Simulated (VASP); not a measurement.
# SnTe3 (Fm-3m) in VASP: further runs

Runs on SnTe3. Level: PBE. Tasks: single point.

All numbers are computed with VASP 6.6.1; they aren't measurements. Logs are shortened: lines on timing, memory, paths and dates and some standing lists are left out, and cuts for length are marked.

### Step 1. The cell of the first run

It takes space group Fm-3m (No. 225, cubic). The conventional cell has a = 7.722 Å, b = 7.722 Å, c = 7.722 Å, α = 90.00°, β = 90.00°, γ = 90.00°. Sn (site symmetry m-3m) has 14 Te at 3.34 to 3.86 Å within 4.4 Å. Within 4.4 Å of Te (site symmetry -43m) lie 4 Sn at 3.34 Å and 10 Te at 3.34 to 3.86 Å. Te (site symmetry m-3m) has 8 Te at 3.34 Å and 6 Sn at 3.86 Å within 4.4 Å.

### Step 2. Single point, PBE

The input, INCAR:

```
SYSTEM = SnTe3
ALGO = Normal ; EDIFF = 1E-6
ENCUT = 520 ; GGA = PE
ISIF = 2 ; ISMEAR = 1
LASPH = .True. ; LCHARG = .False.
LREAL = .False. ; LWAVE = .False.
NBANDS = 24 ; NELM = 80
PREC = Accurate ; SIGMA = 0.3
```

The input, KPOINTS:

```
k-points
0
Gamma
  10 10 10
  0 0 0
```

The input, POSCAR:

```
SnTe3
1.0
    0.0000000000      3.8612190000      3.8612190000
    3.8612190000      0.0000000000      3.8612190000
    3.8612190000      3.8612190000      0.0000000000
Sn Te
1 3
Direct
    0.0000000000      0.0000000000      0.0000000000
    0.2500000000      0.2500000000      0.2500000000
    0.7500000000      0.7500000000      0.7500000000
    0.5000000000      0.5000000000      0.5000000000
```

Potentials or basis: VASP PAW PBE potentials, release 64 (Sn_d, Te).

The run is started by

```console
$ cat potpaw_PBE.64/Sn_d/POTCAR potpaw_PBE.64/Te/POTCAR > POTCAR
$ mpirun -np 1 vasp_std > vasp.out
```

OUTCAR:

```text
SYSTEM = SnTe3
   EDIFF = 1E-6
   ENCUT = 520
   GGA = PE
   ISIF = 2
   ISMEAR = 1
   LASPH = .True.
   LREAL = .False.
   NELM = 80
   PREC = Accurate

 ion  position               nearest neighbor table
   1  0.000  0.000  0.000-   3 3.34   3 3.34   3 3.34   2 3.34   3 3.34   2 3.34   2 3.34   2 3.34

   2  0.250  0.250  0.250-   1 3.34   1 3.34   1 3.34   1 3.34   4 3.34   4 3.34   4 3.34   4 3.34

   3  0.750  0.750  0.750-   4 3.34   4 3.34   4 3.34   1 3.34   4 3.34   1 3.34   1 3.34   1 3.34

   4  0.500  0.500  0.500-   2 3.34   2 3.34   2 3.34   2 3.34   3 3.34   3 3.34   3 3.34   3 3.34

  LATTYP: Found a face centered cubic cell.
 ALAT       =     7.7224380000

  Lattice vectors:

 A1 = (   0.0000000000,   3.8612190000,   3.8612190000)
 A2 = (   3.8612190000,   0.0000000000,   3.8612190000)
 A3 = (   3.8612190000,   3.8612190000,   0.0000000000)

Analysis of symmetry for initial positions (statically):
=====================================================================
 Subroutine PRICEL returns:
 Original cell was already a primitive cell.

 Routine SETGRP: Setting up the symmetry group for a
 face centered cubic supercell.

 Subroutine GETGRP returns: Found 48 space group operations
 (whereof 48 operations were pure point group operations)
 out of a pool of 48 trial point group operations.

The static configuration has the point symmetry O_h .

Analysis of symmetry for dynamics (positions and initial velocities):
=====================================================================
 Subroutine PRICEL returns:
 Original cell was already a primitive cell.

 Routine SETGRP: Setting up the symmetry group for a
 face centered cubic supercell.

 Subroutine GETGRP returns: Found 48 space group operations
 (whereof 48 operations were pure point group operations)
 out of a pool of 48 trial point group operations.

The dynamic configuration has the point symmetry O_h .

 Subroutine INISYM returns: Found 48 space group operations
 (whereof 48 operations are pure point group operations),
 and found     1 'primitive' translations

----------------------------------------------------------------------------------------

                                     Primitive cell

  volume of cell :     115.1339

  direct lattice vectors                    reciprocal lattice vectors
     0.000000000  3.861219000  3.861219000    -0.129492785  0.129492785  0.129492785
     3.861219000  0.000000000  3.861219000     0.129492785 -0.129492785  0.129492785
     3.861219000  3.861219000  0.000000000     0.129492785  0.129492785 -0.129492785

  length of vectors
     5.460588277  5.460588277  5.460588277     0.224288082  0.224288082  0.224288082

  position of ions in fractional coordinates (direct lattice)
     0.000000000  0.000000000  0.000000000
     0.250000000  0.250000000  0.250000000
     0.750000000  0.750000000  0.750000000
     0.500000000  0.500000000  0.500000000

  ion indices of the primitive-cell ions
   primitive index   ion index
                 1           1
                 2           2
                 3           3
                 4           4

----------------------------------------------------------------------------------------

 KPOINTS: k-points

Automatic generation of k-mesh.
 Grid dimensions read from file:
 generate k-points for:   10   10   10

 Generating k-lattice:

  Cartesian coordinates                     Fractional coordinates (reciprocal lattice)
    -0.012949278  0.012949278  0.012949278     0.100000000  0.000000000  0.000000000
     0.012949278 -0.012949278  0.012949278     0.000000000  0.100000000  0.000000000
     0.012949278  0.012949278 -0.012949278     0.000000000  0.000000000  0.100000000

  Length of vectors
     0.022428808  0.022428808  0.022428808

  Shift w.r.t. Gamma in fractional coordinates (k-lattice)
     0.000000000  0.000000000  0.000000000

 Subroutine IBZKPT returns following result:
 ===========================================

 Found     47 irreducible k-points:

 Following reciprocal coordinates:
            Coordinates               Weight
  0.000000  0.000000  0.000000      1.000000
  0.100000  0.000000  0.000000      8.000000
  0.200000  0.000000  0.000000      8.000000
  0.300000  0.000000  0.000000      8.000000
  0.400000  0.000000  0.000000      8.000000
  0.500000  0.000000  0.000000      4.000000
[... 16 lines left out ...]
  0.300000  0.300000  0.000000      6.000000
  0.400000  0.300000  0.000000     24.000000
 [... further k-points ...]
   k-points           NKPTS =     47   k-points in BZ     NKDIM =     47   number of bands    NBANDS=     24
   number of dos      NEDOS =    301   number of ions     NIONS =      4
   total plane-waves  NPLWV =  74088
   dimension x,y,z NGX =    42 NGY =   42 NGZ =   42
   dimension x,y,z NGXF=    84 NGYF=   84 NGZF=   84
   ions per type =               1   3
   NGX,Y,Z   is equivalent  to a cutoff of  12.79, 12.79, 12.79 a.u.
   NGXF,Y,Z  is equivalent  to a cutoff of  25.57, 25.57, 25.57 a.u.
 SYSTEM =  SnTe3
   PREC   = accura    normal or accurate (medium, high low for compatibility)
   ISTART =      0    job   : 0-new  1-cont  2-samecut
   ICHARG =      2    charge: 1-file 2-atom 10-const
   ISPIN  =      1    spin polarized calculation?
   LNONCOLLINEAR =      F non collinear calculations
   LSORBIT =      F    spin-orbit coupling
   LASPH  =      T    aspherical Exc in radial PAW
   ENCUT  =  520.0 eV  38.22 Ry    6.18 a.u.  10.15 10.15 10.15*2*pi/ulx,y,z
   NELM   =     80;   NELMIN=  2; NELMDL= -5     # of ELM steps
   EDIFF  = 0.1E-05   stopping-criterion for ELM
   LREAL  =      F    real-space projection
   EDIFFG = 0.1E-04   stopping-criterion for IOM
   NSW    =      0    number of steps for IOM
   IBRION =     -1    ionic relax: 0-MD 1-quasi-New 2-CG
   NFREE  =      0    steps in history (QN), initial steepest desc. (CG)
   ISIF   =      2    stress and relaxation
   ISYM   =      2    0-nonsym 1-usesym 2-fastsym
   POTIM  = 0.5000    time-step for ionic-motion
   TEBEG  =    0.0;   TEEND  =   0.0 temperature during run
   PSTRESS=    0.0 pullay stress
   NELECT =      32.0000    total number of electrons
   NUPDOWN=      -1.0000    fix difference up-down
   EMIN   =  10.00;   EMAX   =-10.00  energy-range for DOS
   EFERMI =   0.00;   METHOD = LEGACY
   ISMEAR =     1;   SIGMA  =   0.30  broadening in eV -4-tet -1-fermi 0-gaus
   EFERMI_NEDOS =   21; number of points for ismear=-14 and -15
   IALGO  =     38    algorithm
   IMIX   =      4    mixing-type and parameters
     AMIX     =   0.40;   BMIX     =  1.00
     AMIX_MAG =   1.60;   BMIX_MAG =  1.00
  volume/ion in A,a.u.               =      28.78       194.24
  Fermi-wavevector in a.u.,A,eV,Ry     =   1.068375  2.018936 15.530032  1.141425
  Thomas-Fermi vector in A             =   2.204021
   LORBIT       =      0    0 simple, 1 ext, 2 COOP (PROOUT), +10 PAW based schemes
   GGA     = PE    functional components
   LHFCALC =     F    Hartree Fock is set to
   AEXX    =    0.0000 exact exchange contribution
   IVDW    =     0    specifies the selected vdW correction
   LEPSILON=     F    determine dielectric tensor
   LRPA    =     F    only Hartree local field effects (RPA)
 non-spin polarized calculation
 Methfessel and Paxton  Order N= 1 SIGMA  =   0.30
  energy-cutoff  :      520.00
  volume of cell :      115.13
 maximum number of plane-waves:      3138
 NGX is ok and might be reduce to    42
   NGX = 21   NGY = 21   NGZ = 21

 number of electron      31.9999997 magnetization

 Free energy of the ion-electron system (eV)
  ---------------------------------------------------
  ext. energy  EPLUGINS =         0.00000000
  ---------------------------------------------------
  free energy    TOTEN  =       -12.62911119 eV

  energy without entropy =      -12.64588125  energy(sigma->0) =      -12.63470121

 E-fermi :   7.5948     XC(G=0): -10.0333

 val. band max:        7.5818193134   @ k =   0.3000   0.2000   0.1000
 cond. band min:       7.6053388193   @ k =  -0.4000   0.5000   0.1000
 fundamental gap:      0.0235195060
 Fermi energy:         7.5947577687

 k-point     1 :       0.0000    0.0000    0.0000
  band No.  band energies     occupation
      1     -13.9197      2.00000
      2     -13.9197      2.00000
      3     -13.9197      2.00000
      4     -13.9164      2.00000
      5     -13.9164      2.00000
      6      -5.7449      2.00000
[... 16 lines left out ...]
     23      11.8027     -0.00000
     24      17.8891      0.00000

 k-point     2 :       0.1000    0.0000    0.0000
  band No.  band energies     occupation
      1     -13.9197      2.00000
      2     -13.9196      2.00000
      3     -13.9196      2.00000
      4     -13.9164      2.00000
      5     -13.9164      2.00000
      6      -5.6821      2.00000
[... 16 lines left out ...]
     23      11.7303     -0.00000
     24      17.4717      0.00000

 k-point     3 :       0.2000    0.0000    0.0000
  band No.  band energies     occupation
      1     -13.9200      2.00000
      2     -13.9194      2.00000
      3     -13.9194      2.00000
      4     -13.9164      2.00000
      5     -13.9164      2.00000
      6      -5.4965      2.00000
[... 16 lines left out ...]
     23      11.8889     -0.00000
     24      16.8167      0.00000

 k-point     4 :       0.3000    0.0000    0.0000
  band No.  band energies     occupation
      1     -13.9203      2.00000
      2     -13.9192      2.00000
      3     -13.9192      2.00000
      4     -13.9164      2.00000
      5     -13.9164      2.00000
      6      -5.2001      2.00000
[... 16 lines left out ...]
     23      12.8598     -0.00000
     24      16.2013      0.00000

 k-point     5 :       0.4000    0.0000    0.0000
  band No.  band energies     occupation
      1     -13.9206      2.00000
      2     -13.9190      2.00000
      3     -13.9190      2.00000
      4     -13.9164      2.00000
      5     -13.9164      2.00000
      6      -4.8313      2.00000
[... 16 lines left out ...]
     23      14.1034      0.00000
     24      15.0981      0.00000

 k-point     6 :       0.5000    0.0000    0.0000
  band No.  band energies     occupation
      1     -13.9207      2.00000
      2     -13.9190      2.00000
      3     -13.9190      2.00000
      4     -13.9163      2.00000
      5     -13.9163      2.00000
      6      -4.5865      2.00000
[... 16 lines left out ...]
     23      15.4007      0.00000
     24      15.4025      0.00000
[... 379 lines left out ...]
 k-point    21 :      -0.3000    0.2000    0.0000
  band No.  band energies     occupation
      1     -13.9202      2.00000
      2     -13.9194      2.00000
      3     -13.9188      2.00000
      4     -13.9165      2.00000
      5     -13.9164      2.00000
      6      -4.7552      2.00000
[... 16 lines left out ...]
     23      15.0653      0.00000
     24      15.0728      0.00000

 k-point    22 :      -0.2000    0.2000    0.0000
  band No.  band energies     occupation
      1     -13.9202      2.00000
      2     -13.9193      2.00000
      3     -13.9191      2.00000
      4     -13.9165      2.00000
      5     -13.9163      2.00000
      6      -5.0997      2.00000
[... 16 lines left out ...]
     23      13.8141      0.00000
     24      15.4469      0.00000

 k-point    23 :       0.3000    0.3000    0.0000
  band No.  band energies     occupation
      1     -13.9211      2.00000
      2     -13.9186      2.00000
      3     -13.9186      2.00000
      4     -13.9169      2.00000
      5     -13.9161      2.00000
      6      -5.0128      2.00000
[... 16 lines left out ...]
     23      14.9275      0.00000
     24      15.2200      0.00000

 k-point    24 :       0.4000    0.3000    0.0000
  band No.  band energies     occupation
      1     -13.9213      2.00000
      2     -13.9185      2.00000
      3     -13.9184      2.00000
      4     -13.9170      2.00000
      5     -13.9161      2.00000
      6      -4.7288      2.00000
[... 16 lines left out ...]
     23      14.6262      0.00000
     24      14.8048      0.00000

 [... further k-points ...]

------------------------ aborting loop because EDIFF is reached ----------------------------------------

  FORCE on cell =-STRESS in cart. coord.  units (eV):
  Direction    XX          YY          ZZ          XY          YZ          ZX
  --------------------------------------------------------------------------------------
  -------------------------------------------------------------------------------------
  Total       -0.0858333     -0.0858333     -0.0858333      0.0000000      0.0000000     -0.0000000
  in kB       -1.1944359     -1.1944359     -1.1944359      0.0000000      0.0000000     -0.0000000
  external PRESSURE =      -1.1944359 kB  Pullay stress =       0.0000000 kB

 VOLUME and BASIS-vectors are now :
 -----------------------------------------------------------------------------
  energy-cutoff  :      520.00
  volume of cell :      115.13
      direct lattice vectors                 reciprocal lattice vectors
     0.000000000  3.861219000  3.861219000    -0.129492785  0.129492785  0.129492785
     3.861219000  0.000000000  3.861219000     0.129492785 -0.129492785  0.129492785
     3.861219000  3.861219000  0.000000000     0.129492785  0.129492785 -0.129492785

 POSITION                                       TOTAL-FORCE (eV/Angst)
 -----------------------------------------------------------------------------------
      0.00000      0.00000      0.00000        -0.000000     -0.000000      0.000000
      1.93061      1.93061      1.93061         0.000000      0.000000      0.000000
      5.79183      5.79183      5.79183        -0.000000     -0.000000     -0.000000
      3.86122      3.86122      3.86122        -0.000000     -0.000000     -0.000000
 -----------------------------------------------------------------------------------
    total drift:                               -0.000000      0.000000      0.000000

  FREE ENERGIE OF THE ION-ELECTRON SYSTEM (eV)
  ---------------------------------------------------
  free  energy   TOTEN  =       -12.6291111874 eV

  energy  without entropy=      -12.6458812480  energy(sigma->0) =      -12.63470121
```

It took 2.5 min on 1 thread of AMD EPYC 7R43 (Zen 3), shared host; peak memory 0.29 GiB.

What came out:

* Free energy: -12.6291 eV
* Pressure: -0.1 GPa
* Band gap on the k mesh: zero (band 16 reaches 8.11 eV, above the bottom of band 17 at 5.88 eV)

Caveat: spin-orbit coupling is left out, which moves the levels of the heavy elements.

### Step 3. Single point, PBE

The input, INCAR:

```
  PREC = Accurate
  ENCUT = 520
  EDIFF = 1E-6
  ISMEAR = 1
  SIGMA = 0.01
  LREAL = F
  LASPH = T
  NELM = 80
  ALGO = Normal
  ISIF = 2
  LWAVE = F
  LCHARG = F
  GGA = PE
  NBANDS = 24
```

The input, KPOINTS:

```
regular mesh
0
Gamma
  10 10 10
```

POSCAR is that of step 2.

Potentials or basis: VASP PAW PBE potentials, release 64 (Sn_d, Te).

The run is started by

```console
$ cat potpaw_PBE.64/Sn_d/POTCAR potpaw_PBE.64/Te/POTCAR > POTCAR
$ mpirun -np 1 vasp_std > vasp.out
```

Run time: 2.4 min. Hardware: 1 thread of AMD EPYC 7R43 (Zen 3), shared host; peak memory 0.3 GiB.

It converged, with:

| Quantity | Value |
| --- | --- |
| Free energy | -12.6333 eV |
| Pressure | 0.0 GPa |
| Band gap on the k mesh | zero (band 16 reaches 8.11 eV, above the bottom of band 17 at 5.88 eV) |

Levels at points of the mesh, in eV from the Fermi level:
```
           k point  band 12  band 13  band 14  band 15  band 16  band 17  band 18  band 19  band 20  band 21
(0.00, 0.00, 0.00)    -3.15    -3.12    -3.12    -3.12    -1.68    -1.68    -1.68     3.25     3.25     4.24
(0.50, 0.00, 0.00)    -3.27    -3.27    -1.86    -1.78     0.55     0.55     1.43     1.96     1.96     3.49
(0.50, 0.50, 0.00)    -1.38    -0.79    -0.43    -0.43     0.19     0.34     0.34     2.27     3.44     3.44
```

Caveat: spin-orbit coupling is left out, which moves the levels of the heavy elements.

### Step 4. Single point, PBE

The input, INCAR:

```
ALGO = Normal
EDIFF = 1E-7
ENCUT = 520
GGA = PE
ISIF = 2
ISMEAR = 1
LASPH = True
LCHARG = False
LREAL = False
LWAVE = False
NBANDS = 24
NELM = 100
PREC = Accurate
SIGMA = 0.5
```

The input, KPOINTS:

```
k-points
0
Gamma
  10 10 10
```

POSCAR is that of step 3.

The run is started by

```console
$ cat potpaw_PBE.64/Sn_d/POTCAR potpaw_PBE.64/Te/POTCAR > POTCAR
$ mpirun -np 1 vasp_std > vasp.out
```

It took 2.5 min on 1 thread of AMD EPYC 7R43 (Zen 3), shared host; peak memory 0.29 GiB.

Results (log left out):

```
Free energy            : -12.6220 eV
Pressure               : -0.1 GPa
Band gap on the k mesh : zero (band 16 reaches 8.11 eV, above the bottom of band 17 at 5.88 eV)
```

Levels at points of the mesh, in eV from the Fermi level:
```csv
k point,band 13,band 14,band 15,band 16,band 17,band 18,band 19,band 20
"(0.00, 0.00, 0.00)",-3.17,-3.17,-3.17,-1.72,-1.72,-1.72,3.21,3.21
"(0.50, 0.00, 0.00)",-3.31,-1.90,-1.82,0.51,0.51,1.39,1.93,1.93
"(0.50, 0.50, 0.00)",-0.83,-0.48,-0.48,0.14,0.30,0.30,2.23,3.40
```

Caveat: spin-orbit coupling is left out, which moves the levels of the heavy elements.

### Step 5. Single point, PBE

The input, INCAR:

```
SYSTEM = SnTe3
PREC = Accurate
ENCUT = 500
EDIFF = 1E-6
ISMEAR = 0
SIGMA = 0.1
LREAL = .FALSE.
LASPH = .TRUE.
NELM = 120
ALGO = Normal
ISIF = 2
LWAVE = .FALSE.
LCHARG = .FALSE.
GGA = PE
NBANDS = 24
GGA_COMPAT = .FALSE.
```

The input, KPOINTS:

```
Automatic mesh
0
G
  4 4 4
  0 0 0
```

POSCAR is that of step 4.

The run is started by

```console
$ cat potpaw_PBE.64/Sn_d/POTCAR potpaw_PBE.64/Te/POTCAR > POTCAR
$ mpirun -np 1 vasp_std > vasp.out
```

It took 23 s on 1 thread of Intel Xeon Platinum 8259CL at 2.50GHz (Skylake/Cascade Lake), shared host; peak memory 0.24 GiB.

Results (log left out):

```
Free energy            : -12.6376 eV
Pressure               : 0.3 GPa
Band gap on the k mesh : zero (band 16 reaches 8.10 eV, above the bottom of band 17 at 5.89 eV)
```

Levels at points of the mesh, in eV from the Fermi level:
| k point | band 14 | band 15 | band 16 | band 17 | band 18 | band 19 |
| --- | --- | --- | --- | --- | --- | --- |
| (0.00, 0.00, 0.00) | -3.34 | -3.34 | -1.88 | -1.88 | -1.88 | 3.03 |
| (0.50, 0.00, 0.00) | -2.08 | -1.98 | 0.33 | 0.33 | 1.22 | 1.76 |
| (0.50, 0.50, 0.00) | -0.63 | -0.63 | 0.00 | 0.11 | 0.11 | 2.06 |

Caveat: spin-orbit coupling is left out, which moves the levels of the heavy elements.

### Step 6. Summary

```csv
k mesh,cutoff (eV),smearing,gap on the mesh (eV),pressure (GPa)
10 × 10 × 10,520,methfessel-paxton 0.3 eV,none,-0.1
10 × 10 × 10,520,methfessel-paxton 0.01 eV,none,0.0
10 × 10 × 10,520,methfessel-paxton 0.5 eV,none,-0.1
4 × 4 × 4,500,gaussian 0.1 eV,none,0.3
```

Alike in all rows: task single point; level PBE; potentials or basis VASP PAW PBE potentials, release 64 (Sn_d, Te); no spin polarisation; cell as given.

Every run on the cell as given and a fine mesh finds a metal.

Caveats: spin-orbit coupling is left out, which moves the levels of the heavy elements.

Total energies depend on the potentials used, so only differences within one code and one set of settings carry meaning.
